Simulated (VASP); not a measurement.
Wanted: the native input for a VASP 6.6.1 run.

- Task: single point
- Functional: PBEsol
- Potentials or basis: VASP PAW PBE potentials, release 64 (Mn_pv, S)
- Cutoff: 500 eV
- k mesh: 8 × 8 × 6
- Occupations: fermi-dirac, width 0.05 eV
- Spin: collinear spin, antiferromagnetic start
- Starting moments: [4.92, -4.92, 0.0, 0.0] μB
- Hubbard terms: Mn d U = 3.9 eV
- Dipole correction: no
- Further INCAR settings: ALGO = Normal; EDIFF = 1e-06; NBANDS = 31

The structure of MnS lies in POSCAR:

```
MnS
1.0
    0.0000000000      2.6084259939     -2.6084259939
    0.0000000000      2.6084259939      2.6084259939
    5.2185570355      0.0000000000      0.0000000000
Mn S
2 2
Direct
    0.0000000000      0.0000000000      0.0000000000
    0.5000000000      0.5000000000      0.5000000000
    0.0000000000      1.0000000000      0.5000000000
    0.5000000000      1.5000000000      1.0000000000
```

The input as run:

INCAR

```
ALGO = Normal
EDIFF = 1E-6
ENCUT = 500
GGA = PS
GGA_COMPAT = False
ISIF = 2
ISMEAR = -1
ISPIN = 2
LASPH = True
LCHARG = False
LDAU = True
LDAUJ = 0 0
LDAUL = 2 -1
LDAUPRINT = 1
LDAUTYPE = 2
LDAUU = 3.9 0
LMAXMIX = 4
LORBIT = 11
LREAL = False
LWAVE = False
MAGMOM = 4.92 -4.92 0 0
NBANDS = 31
NELM = 200
PREC = Accurate
SIGMA = 0.05
```

KPOINTS

```
k-points
0
Gamma
  8 8 6
```

Potentials or basis: VASP PAW PBE potentials, release 64 (Mn_pv, S).

The run is started by

```console
$ cat potpaw_PBE.64/Mn_pv/POTCAR potpaw_PBE.64/S/POTCAR > POTCAR
$ mpirun -np 1 vasp_std > vasp.out
```

Results of the run:

* Pressure: -0.7 GPa
* Band gap on the k mesh: 0.91 eV
* Net moment: 0.00 μB per cell
* Site moments: Mn +4.56, -4.56; S -0.03, +0.03 μB
* Valence electrons inside the program's atomic spheres: Mn 11.28; S 3.75

Caveat: the antiferromagnetic order is the one typed at the start, and another may lie lower; the PAW data sets were made with another functional, which shifts forces and pressure a little.

It took 2.5 min on 1 thread of Intel Xeon 8259CL, with other jobs on the host, peak memory 0.32 GiB.
